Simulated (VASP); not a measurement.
CoO:

```
Co O
1.0
     0.00000    2.37448    2.37448
     2.37448    0.00000    2.37448
     2.37448    2.37448    0.00000
Co O
1 1
Direct
  0.00000 0.00000 0.00000
  0.25000 0.25000 0.25000
```

Base run:

* Program: VASP 6.6.1
* Functional: PBE
* Potentials or basis: VASP PAW PBE potentials, release 64 (Co_sv, O)
* Cutoff: 600 eV
* k mesh: 10 × 10 × 10
* Occupations: fermi-dirac, width 0.05 eV
* Spin: collinear spin, ferromagnetic start
* Starting moments: [2.0, 0.0] μB

Its results: pressure -16.6 GPa; net moment 3.00 μB per cell; site moments Co +2.50; O +0.31 μB.

Problem. The run is repeated on the same cell with these changes: potentials or basis from VASP PAW PBE potentials, release 64 (Co_sv, O) to VASP PAW PBE potentials, release 64 (Co, O); cutoff from 600 eV to 520 eV; further incar settings from ALGO = Normal; EDIFF = 1e-06; NBANDS = 22 to ALGO = Normal; EDIFF = 1e-06; NBANDS = 18; valence electrons from 23 to 15. What comes out?

Solution. Pressure -15.1 GPa; net moment 2.99 μB per cell; site moments Co +2.56; O +0.32 μB.

Caveats: a cell with one magnetic atom can't hold antiferromagnetic order, which such compounds often take.
